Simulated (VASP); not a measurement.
SiMo3: single point with PBE

Crystal: SiMo3.

```
Mo Si
1.0
     9.77800    0.00000    0.00000
     0.00000    9.77800    0.00000
     0.00000    0.00000    9.77800
Mo Si
48 16
Direct
  0.99944 0.24926 0.12608
  0.99812 0.24802 0.62837
  0.00175 0.75135 0.12315
  0.00389 0.74542 0.62716
  0.49944 0.25194 0.12536
  0.50377 0.25331 0.62930
  0.49817 0.75349 0.12821
  0.50193 0.74969 0.62213
  0.00390 0.25039 0.37334
  0.00286 0.25260 0.87511
  0.99608 0.75010 0.37444
  0.00115 0.75513 0.87771
  0.50443 0.25036 0.37483
  0.50106 0.24874 0.87143
  0.50307 0.75136 0.37723
  0.50088 0.75371 0.87420
  0.24960 0.12942 0.99451
  0.24869 0.12895 0.50035
  0.24721 0.62581 0.00556
  0.24689 0.63158 0.49610
  0.74997 0.12336 0.99633
  0.74621 0.12124 0.50464
  0.75097 0.62505 0.99784
  0.75461 0.62401 0.49873
  0.37126 0.99543 0.25153
  0.37300 0.00187 0.75435
  0.37793 0.50200 0.24687
  0.37729 0.49725 0.75186
  0.87653 0.99552 0.25223
  0.87196 0.99700 0.75330
  0.87142 0.49891 0.24889
  0.87390 0.49457 0.75323
  0.24440 0.37072 0.99938
  0.25548 0.37267 0.49938
  0.25177 0.87560 0.99880
  0.24784 0.87149 0.50300
  0.74966 0.37381 0.00301
  0.75170 0.37473 0.49290
  0.74746 0.87816 0.00214
  0.74985 0.87400 0.49964
  0.12678 0.99472 0.24717
  0.12700 0.99897 0.75309
  0.12355 0.50082 0.24598
  0.12748 0.49540 0.75741
  0.62109 0.00336 0.25495
  0.61894 0.99738 0.74701
  0.62786 0.50407 0.25581
  0.63010 0.50128 0.74887
  0.24769 0.25208 0.24665
  0.24647 0.25188 0.75293
  0.25209 0.75006 0.24811
  0.25212 0.75077 0.75141
  0.75444 0.24868 0.25298
  0.74887 0.25511 0.74875
  0.74929 0.74814 0.25145
  0.74866 0.75545 0.74952
  0.00077 0.00236 0.99669
  0.00488 0.99850 0.49682
  0.00656 0.50056 0.00061
  0.99461 0.50063 0.50425
  0.50159 0.99977 0.00219
  0.49284 0.99721 0.49717
  0.49741 0.50526 0.00388
  0.49807 0.50076 0.50468
```

This cell differs from its parent crystal: atoms moved at random.

* Program: VASP 6.6.1
* Task: single point
* Functional: PBE
* Potentials or basis: VASP PAW PBE potentials, release 64 (Mo_sv, Si)
* Cutoff: 390 eV
* k mesh: 1 × 1 × 1
* Occupations: methfessel-paxton, width 0.1 eV
* Spin: no spin polarisation

```json
{
  "Pressure": "4.1 GPa",
  "Largest force": "2.511 eV/Å"
}
```

Forces in eV/Å, atoms in the order of the input:
```
Mo  -0.384 -0.393 -0.595
Mo  -0.170 -0.021 -1.019
Mo  -0.302 -0.408  0.442
Mo  -0.378  0.037 -0.051
Mo   0.104 -0.159 -0.397
Mo  -0.649 -0.339 -1.542
Mo   0.271 -0.498 -0.686
Mo  -0.572 -0.356  0.580
Mo  -0.108  0.029  0.959
Mo  -0.576 -0.179  0.550
Mo   0.319  0.236  0.004
Mo  -0.396 -0.387 -0.478
Mo  -0.442 -0.184  0.486
Mo   0.184  0.256  1.501
Mo  -0.113 -0.032 -0.234
Mo   0.169 -0.384  0.441
Mo   0.172 -1.680  0.691
Mo   0.073 -1.292 -0.089
Mo   0.530 -0.401 -0.960
Mo  -0.021 -2.501  0.221
Mo   0.178  0.477 -0.181
Mo   0.565  0.398 -0.003
Mo   0.180  0.107 -0.308
Mo  -0.373  0.068  0.752
Mo   0.484  0.541 -0.160
Mo   0.320 -0.088 -0.398
Mo  -0.413 -0.413  0.490
Mo  -0.121  0.217  0.164
Mo  -0.535  0.274 -0.319
Mo   0.622  0.558 -0.228
Mo   1.451 -0.005 -0.254
Mo   1.055  0.568 -0.023
Mo   1.088  1.618  0.482
Mo  -0.401  1.606  0.214
Mo  -0.034  0.519  0.380
Mo   0.391  1.788 -0.037
Mo  -0.274  0.309  0.487
Mo  -0.380 -0.186  0.579
Mo   0.036 -0.804  0.624
Mo   0.041  0.145 -0.171
Mo  -0.525  0.839  0.199
Mo  -1.056  0.152 -0.948
Mo   0.058  0.205  0.990
Mo  -0.298  1.020 -1.126
Mo   0.867 -0.076 -0.550
Mo   0.804  0.445 -0.037
Mo  -1.079 -0.173 -0.530
Mo  -1.087  0.456  0.178
Si   0.412 -0.293  0.272
Si   0.452 -0.240 -0.620
Si  -0.263 -0.140  0.314
Si   0.033 -0.343  0.042
Si  -0.327 -0.293 -0.387
Si   0.207 -0.627  0.145
Si   0.067  0.309 -0.331
Si   0.251 -0.605  0.048
Si  -0.046  0.027  0.465
Si  -0.418  0.091  0.504
Si  -0.964  0.014  0.035
Si   0.867 -0.326 -0.277
Si  -0.241  0.319  0.056
Si   0.193  0.481  0.471
Si   0.339 -0.333 -0.459
Si   0.163  0.050 -0.372
```

Stress tensor (GPa, compression positive):
```
 4.17  0.16 -0.05
 0.16  4.06  0.07
-0.05  0.07  4.08
```

Levels at points of the mesh, in eV from the Fermi level:
| k point | band 366 | band 367 | band 368 | band 369 | band 370 | band 371 |
| --- | --- | --- | --- | --- | --- | --- |
| (0.00, 0.00, 0.00) | -0.23 | -0.22 | -0.16 | 0.08 | 0.10 | 0.10 |

Wall time 4.4 min on 8 MPI ranks on AMD EPYC 7R43 64-Core Processor (Zen 3), on a shared host, peak memory 0.2 GiB a rank.

Caveat: the k points lie up to 0.64 Å⁻¹ apart; the cell differs from its parent crystal (atoms moved at random); forces of over 1 eV/Å act on the atoms, so gaps and moduli don't describe the material at rest.
